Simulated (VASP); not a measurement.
Input of a VASP 6.6.1 run:

File INCAR:

```
SYSTEM = SbP
  PREC = Accurate
  ENCUT = 520
  EDIFF = 1E-6
  ISMEAR = -1
  SIGMA = 0.05
  LREAL = .False.
  LASPH = .True.
  NELM = 80
  ALGO = Normal
  ISIF = 2
  LWAVE = .False.
  LCHARG = .True.
  GGA = PE
  LELF = .True.
  LVHAR = .True.
  NBANDS = 12
```

KPOINTS

```
regular mesh
0
Gamma
  5 5 6
  0 0 0
```

The input POSCAR:

```
SbP
1.0
    4.4251886400      0.0000000000      0.0000000000
   -2.2125943200      3.8323257800      0.0000000000
    0.0000000000      0.0000000000      3.1658890400
Sb P
1 1
Direct
    0.0085110000      0.0069930000      0.3943120000
    0.3303890000      0.6719720000      0.3992300000
```

Potentials or basis: VASP PAW PBE potentials, release 64 (Sb, P).

Launch:

```console
$ cat potpaw_PBE.64/Sb/POTCAR potpaw_PBE.64/P/POTCAR > POTCAR
$ mpirun -np 1 vasp_std > vasp.out
```

Problem. Predict the largest force.

Solution. 0.425 eV/Å.

Problem. Predict the pressure.

Solution. 4.2 GPa.

Forces in eV/Å, atoms in the order of the input:
```
Sb  -0.423 -0.040 -0.013
P    0.423  0.040  0.013
```
